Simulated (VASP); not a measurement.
# Ti2BN3 (P-62m) in VASP: relaxation of cell and atoms with PBE

Aim: the relaxation of cell and atoms of Ti2BN3 with PBE.

Everything below comes from runs of VASP 6.6.1. Logs are shortened: lines on timing, memory, paths and dates and some standing lists are left out, and cuts for length are marked.

### Step 1. The cell of the first run

It takes space group P-62m (No. 189, hexagonal). The conventional cell has a = 5.283 Å, b = 5.283 Å, c = 3.353 Å, α = 90.00°, β = 90.00°, γ = 120.00°. Within 2.5 Å of Ti (site symmetry -6) lie 3 N at 1.92 Å. Within 2.0 Å of B (site symmetry -62m) lie 3 N at 1.47 Å. N (site symmetry m2m) has 1 B at 1.47 Å and 2 Ti at 1.92 Å within 2.0 Å.

The cell was generated, and may not be a known phase.

### Step 2. Relaxation of cell and atoms, PBE

INCAR reads:

```
PREC = Accurate ; ENCUT = 600
EDIFF = 1E-7 ; ISMEAR = 0
SIGMA = 0.1 ; LREAL = F
LASPH = T ; NELM = 80
ALGO = Normal ; ISIF = 3
LWAVE = F ; LCHARG = F
GGA = PE ; IBRION = 2
NSW = 100 ; EDIFFG = -0.01
```

KPOINTS reads:

```
regular mesh
0
Gamma
  12 12 12
```

POSCAR reads:

```
Ti2BN3
1.0
    5.2830556281      0.0000000000      0.0000000000
   -2.6415278141      4.5752603836      0.0000000000
    0.0000000000      0.0000000000      3.3532306338
Ti B N
2 1 3
Direct
    0.3333333333      0.6666666667      0.5000000000
    0.6666666667      0.3333333333      0.5000000000
    0.0000000000      0.0000000000      0.5000000000
    0.7210435819      0.0000000000      0.5000000000
    0.0000000000      0.7210435819      0.5000000000
    0.2789564181      0.2789564181      0.5000000000
```

Potentials or basis: VASP PAW PBE potentials, release 64 (Ti_sv, B, N).

Run with:

```console
cat potpaw_PBE.64/Ti_sv/POTCAR potpaw_PBE.64/B/POTCAR potpaw_PBE.64/N/POTCAR > POTCAR
mpirun -np 1 vasp_std > vasp.out
```

OUTCAR:

```text
PREC = Accurate
   ENCUT = 600
   EDIFF = 1E-7
   ISMEAR = 0
   LREAL = F
   LASPH = T
   NELM = 80
   ISIF = 3
   GGA = PE
   IBRION = 2
   NSW = 100
   EDIFFG = -0.01

 ion  position               nearest neighbor table
   1  0.333  0.667  0.500-   5 1.92   4 1.92   6 1.92
   2  0.667  0.333  0.500-   4 1.92   5 1.92   6 1.92
   3  0.000  0.000  0.500-   4 1.47   6 1.47   5 1.47
   4  0.721  0.000  0.500-   3 1.47   2 1.92   1 1.92
   5  0.000  0.721  0.500-   3 1.47   1 1.92   2 1.92
   6  0.279  0.279  0.500-   3 1.47   2 1.92   1 1.92

  LATTYP: Found a hexagonal cell.
 ALAT       =     5.2830556281
 C/A-ratio  =     0.6347142392

  Lattice vectors:

 A1 = (   5.2830556281,   0.0000000000,   0.0000000000)
 A2 = (  -2.6415278141,   4.5752603836,   0.0000000000)
 A3 = (   0.0000000000,   0.0000000000,   3.3532306338)

Analysis of symmetry for initial positions (statically):
=====================================================================
 Subroutine PRICEL returns:
 Original cell was already a primitive cell.

 Routine SETGRP: Setting up the symmetry group for a
 hexagonal supercell.

 Subroutine GETGRP returns: Found 12 space group operations
 (whereof 12 operations were pure point group operations)
 out of a pool of 24 trial point group operations.

The static configuration has the point symmetry D_3h.

Analysis of symmetry for dynamics (positions and initial velocities):
=====================================================================
 Subroutine PRICEL returns:
 Original cell was already a primitive cell.

 Routine SETGRP: Setting up the symmetry group for a
 hexagonal supercell.

 Subroutine GETGRP returns: Found 12 space group operations
 (whereof 12 operations were pure point group operations)
 out of a pool of 24 trial point group operations.

The dynamic configuration has the point symmetry D_3h.

 Subroutine INISYM returns: Found 12 space group operations
 (whereof 12 operations are pure point group operations),
 and found     1 'primitive' translations

----------------------------------------------------------------------------------------

                                     Primitive cell

  volume of cell :      81.0521

  direct lattice vectors                    reciprocal lattice vectors
     5.283055628  0.000000000  0.000000000     0.189284397  0.109283398  0.000000000
    -2.641527814  4.575260384  0.000000000     0.000000000  0.218566795  0.000000000
     0.000000000  0.000000000  3.353230634     0.000000000  0.000000000  0.298219869

  length of vectors
     5.283055628  5.283055628  3.353230634     0.218566795  0.218566795  0.298219869

  position of ions in fractional coordinates (direct lattice)
     0.333333333  0.666666667  0.500000000
     0.666666667  0.333333333  0.500000000
     0.000000000  0.000000000  0.500000000
     0.721043582  0.000000000  0.500000000
     0.000000000  0.721043582  0.500000000
     0.278956418  0.278956418  0.500000000

  ion indices of the primitive-cell ions
   primitive index   ion index
                 1           1
                 2           2
                 3           3
                 4           4
                 5           5
                 6           6

----------------------------------------------------------------------------------------

 KPOINTS: regular mesh

Automatic generation of k-mesh.
 Grid dimensions read from file:
 generate k-points for:   12   12   12

 Generating k-lattice:

  Cartesian coordinates                     Fractional coordinates (reciprocal lattice)
     0.015773700  0.009106950  0.000000000     0.083333333 -0.000000000  0.000000000
     0.000000000  0.018213900  0.000000000     0.000000000  0.083333333  0.000000000
     0.000000000  0.000000000  0.024851656     0.000000000  0.000000000  0.083333333

  Length of vectors
     0.018213900  0.018213900  0.024851656

  Shift w.r.t. Gamma in fractional coordinates (k-lattice)
     0.000000000  0.000000000  0.000000000

 Subroutine IBZKPT returns following result:
 ===========================================

 Found    133 irreducible k-points:

 Following reciprocal coordinates:
            Coordinates               Weight
  0.000000  0.000000  0.000000      1.000000
  0.083333  0.000000  0.000000      6.000000
  0.166667  0.000000  0.000000      6.000000
  0.250000  0.000000  0.000000      6.000000
  0.333333  0.000000  0.000000      6.000000
  0.416667  0.000000  0.000000      6.000000
[... 16 lines left out ...]
  0.250000  0.000000  0.083333     12.000000
  0.333333  0.000000  0.083333     12.000000
 [... further k-points ...]
   k-points           NKPTS =    133   k-points in BZ     NKDIM =    133   number of bands    NBANDS=     25
   number of dos      NEDOS =    301   number of ions     NIONS =      6
   total plane-waves  NPLWV =  49392
   dimension x,y,z NGX =    42 NGY =   42 NGZ =   28
   dimension x,y,z NGXF=    84 NGYF=   84 NGZF=   56
   ions per type =               2   1   3
   NGX,Y,Z   is equivalent  to a cutoff of  13.22, 13.22, 13.88 a.u.
   NGXF,Y,Z  is equivalent  to a cutoff of  26.43, 26.43, 27.76 a.u.
 SYSTEM =  unknown system
   PREC   = accura    normal or accurate (medium, high low for compatibility)
   ISTART =      0    job   : 0-new  1-cont  2-samecut
   ICHARG =      2    charge: 1-file 2-atom 10-const
   ISPIN  =      1    spin polarized calculation?
   LNONCOLLINEAR =      F non collinear calculations
   LSORBIT =      F    spin-orbit coupling
   LASPH  =      T    aspherical Exc in radial PAW
   ENCUT  =  600.0 eV  44.10 Ry    6.64 a.u.  10.55 10.55  6.70*2*pi/ulx,y,z
   NELM   =     80;   NELMIN=  2; NELMDL= -5     # of ELM steps
   EDIFF  = 0.1E-06   stopping-criterion for ELM
   LREAL  =      F    real-space projection
   EDIFFG = -.1E-01   stopping-criterion for IOM
   NSW    =    100    number of steps for IOM
   IBRION =      2    ionic relax: 0-MD 1-quasi-New 2-CG
   NFREE  =      1    steps in history (QN), initial steepest desc. (CG)
   ISIF   =      3    stress and relaxation
   ISYM   =      2    0-nonsym 1-usesym 2-fastsym
   POTIM  = 0.5000    time-step for ionic-motion
   TEBEG  =    0.0;   TEEND  =   0.0 temperature during run
   PSTRESS=    0.0 pullay stress
   NELECT =      42.0000    total number of electrons
   NUPDOWN=      -1.0000    fix difference up-down
   EMIN   =  10.00;   EMAX   =-10.00  energy-range for DOS
   EFERMI =   0.00;   METHOD = LEGACY
   ISMEAR =     0;   SIGMA  =   0.10  broadening in eV -4-tet -1-fermi 0-gaus
   EFERMI_NEDOS =   21; number of points for ismear=-14 and -15
   IALGO  =     38    algorithm
   IMIX   =      4    mixing-type and parameters
     AMIX     =   0.40;   BMIX     =  1.00
     AMIX_MAG =   1.60;   BMIX_MAG =  1.00
  volume/ion in A,a.u.               =      13.51        91.16
  Fermi-wavevector in a.u.,A,eV,Ry     =   1.314931  2.484860 23.525082  1.729045
  Thomas-Fermi vector in A             =   2.445150
   LORBIT       =      0    0 simple, 1 ext, 2 COOP (PROOUT), +10 PAW based schemes
   GGA     = PE    functional components
   LHFCALC =     F    Hartree Fock is set to
   AEXX    =    0.0000 exact exchange contribution
   IVDW    =     0    specifies the selected vdW correction
   LEPSILON=     F    determine dielectric tensor
   LRPA    =     F    only Hartree local field effects (RPA)
 conjugate gradient relaxation of ions
 non-spin polarized calculation
 Gauss-broadening in eV      SIGMA  =   0.10
  energy-cutoff  :      600.00
  volume of cell :       81.05
 maximum number of plane-waves:      2730
   NGX = 21   NGY = 21   NGZ = 13

--------------------------------------- Ionic step        1  -------------------------------------------

 number of electron      42.0000005 magnetization

 Free energy of the ion-electron system (eV)
  ---------------------------------------------------
  ext. energy  EPLUGINS =         0.00000000
  ---------------------------------------------------
  free energy    TOTEN  =       -51.84406749 eV

  energy without entropy =      -51.83365335  energy(sigma->0) =      -51.83886042

------------------------ aborting loop because EDIFF is reached ----------------------------------------

  FORCE on cell =-STRESS in cart. coord.  units (eV):
  Direction    XX          YY          ZZ          XY          YZ          ZX
  --------------------------------------------------------------------------------------
  -------------------------------------------------------------------------------------
  Total        0.1658745      0.1658745     -0.0634718     -0.0000000      0.0000000      0.0000000
  in kB        3.2788814      3.2788814     -1.2546622     -0.0000000      0.0000000      0.0000000
  external PRESSURE =       1.7677002 kB  Pullay stress =       0.0000000 kB

 VOLUME and BASIS-vectors are now :
 -----------------------------------------------------------------------------
  energy-cutoff  :      600.00
  volume of cell :       81.05
      direct lattice vectors                 reciprocal lattice vectors
     5.283055628  0.000000000  0.000000000     0.189284397  0.109283398  0.000000000
    -2.641527814  4.575260384  0.000000000     0.000000000  0.218566795  0.000000000
     0.000000000  0.000000000  3.353230634     0.000000000  0.000000000  0.298219869
[... 41 lines left out ...]
 POSITION                                       TOTAL-FORCE (eV/Angst)
 -----------------------------------------------------------------------------------
     -0.00000      3.05424      1.67576         0.000000      0.000000     -0.000000
      2.64505      1.52712      1.67576         0.000000      0.000000     -0.000000
     -2.64505      4.58136      1.67576         0.000000      0.000000     -0.000000
      3.81492     -0.00000      1.67576        -0.007159      0.000000     -0.000000
      3.38264      3.30382      1.67576         0.003580     -0.006200      0.000000
      0.73759      1.27755      1.67576         0.003580      0.006200     -0.000000
 -----------------------------------------------------------------------------------
    total drift:                               -0.000002     -0.000003     -0.000000

  FREE ENERGIE OF THE ION-ELECTRON SYSTEM (eV)
  ---------------------------------------------------
  free  energy   TOTEN  =       -51.8439273628 eV

  energy  without entropy=      -51.8335137602  energy(sigma->0) =      -51.83872056

--------------------------------------- Ionic step        3  -------------------------------------------

 number of electron      42.0000004 magnetization

 Free energy of the ion-electron system (eV)
  ---------------------------------------------------
  ext. energy  EPLUGINS =         0.00000000
  ---------------------------------------------------
  free energy    TOTEN  =       -51.84416225 eV

  energy without entropy =      -51.83374845  energy(sigma->0) =      -51.83895535

 E-fermi :   5.2339     XC(G=0): -10.0205

 val. band max:        5.2297870887   @ k =   0.3333   0.1667   0.2500
 cond. band min:       5.2418769783   @ k =   0.1667   0.0000   0.5000
 fundamental gap:      0.0120898896
 Fermi energy:         5.2339078544

 k-point     1 :       0.0000    0.0000    0.0000
  band No.  band energies     occupation
      1     -52.4231      2.00000
      2     -52.3824      2.00000
      3     -28.8947      2.00000
      4     -28.8947      2.00000
      5     -28.6903      2.00000
      6     -28.6903      2.00000
[... 17 lines left out ...]
     24       5.4094      0.01306
     25       6.2327      0.00000
[... 621 lines left out ...]
      3     -28.9099      2.00000
      4     -28.8628      2.00000
      5     -28.7234      2.00000
      6     -28.6739      2.00000
[... 17 lines left out ...]
     24       6.4249      0.00000
     25       6.6981      0.00000

 [... further k-points ...]

------------------------ aborting loop because EDIFF is reached ----------------------------------------

  FORCE on cell =-STRESS in cart. coord.  units (eV):
  Direction    XX          YY          ZZ          XY          YZ          ZX
  --------------------------------------------------------------------------------------
  -------------------------------------------------------------------------------------
  Total       -0.0114748     -0.0114748     -0.0561847      0.0000000      0.0000000      0.0000000
  in kB       -0.2266363     -0.2266363     -1.1096897      0.0000000      0.0000000      0.0000000
  external PRESSURE =      -0.5209874 kB  Pullay stress =       0.0000000 kB

 VOLUME and BASIS-vectors are now :
 -----------------------------------------------------------------------------
  energy-cutoff  :      600.00
  volume of cell :       81.12
      direct lattice vectors                 reciprocal lattice vectors
     5.285785075 -0.000000000  0.000000000     0.189186655  0.109226966  0.000000000
    -2.642892537  4.577624154 -0.000000000     0.000000000  0.218453933 -0.000000000
    -0.000000000  0.000000000  3.352567725     0.000000000  0.000000000  0.298278836

 POSITION                                       TOTAL-FORCE (eV/Angst)
 -----------------------------------------------------------------------------------
     -0.00000      3.05175      1.67628        -0.000000     -0.000000      0.000000
      2.64289      1.52587      1.67628        -0.000000      0.000000      0.000000
     -0.00000      0.00000      1.67628        -0.000000      0.000000      0.000000
      1.16859      4.57762      1.67628         0.003679     -0.000000      0.000000
     -1.90574      3.30084      1.67628        -0.001840      0.003186     -0.000000
      0.73715      1.27678      1.67628        -0.001840     -0.003186      0.000000
 -----------------------------------------------------------------------------------
    total drift:                               -0.000002     -0.000003     -0.000000

  FREE ENERGIE OF THE ION-ELECTRON SYSTEM (eV)
  ---------------------------------------------------
  free  energy   TOTEN  =       -51.8441622486 eV

  energy  without entropy=      -51.8337484545  energy(sigma->0) =      -51.83895535

 reached required accuracy - stopping structural energy minimisation
```

It took 24 min on 1 thread of Intel Xeon 8259CL, shared host; peak memory 0.45 GiB.

Results:

| Quantity | Value |
| --- | --- |
| Free energy | -51.8442 eV |
| Relaxed volume | 13.52 Å³/atom |
| Relaxed cell | a = 5.286 Å, b = 5.286 Å, c = 3.353 Å, α = 90.00°, β = 90.00°, γ = 120.00° |
| Space group after relaxing (to 0.1 Å) | P-62m (No. 189) |
| Energy gained by relaxing | 0.0 meV/atom |
| Ionic steps | 3 |
| Pressure after relaxing | -0.1 GPa |
| Largest force after relaxing | 0.004 eV/Å |
| Band gap on the k mesh | zero (bands 21 and 22 overlap by 1.49 eV) |

Forces in eV/Å, atoms in the order of the input:
```
Ti   0.000  0.000  0.000
Ti   0.000  0.000  0.000
B    0.000  0.000  0.000
N    0.004  0.000  0.000
N   -0.002  0.003  0.000
N   -0.002 -0.003  0.000
```

Final structure:
```
CELL_PARAMETERS angstrom
5.28579 0.00000 0.00000
-2.64289 4.57762 0.00000
0.00000 0.00000 3.35257
ATOMIC_POSITIONS crystal
Ti 0.33333 0.66667 0.50000
Ti 0.66667 0.33333 0.50000
B 0.00000 0.00000 0.50000
N 0.72108 0.00000 0.50000
N 0.00000 0.72108 0.50000
N 0.27892 0.27892 0.50000
```
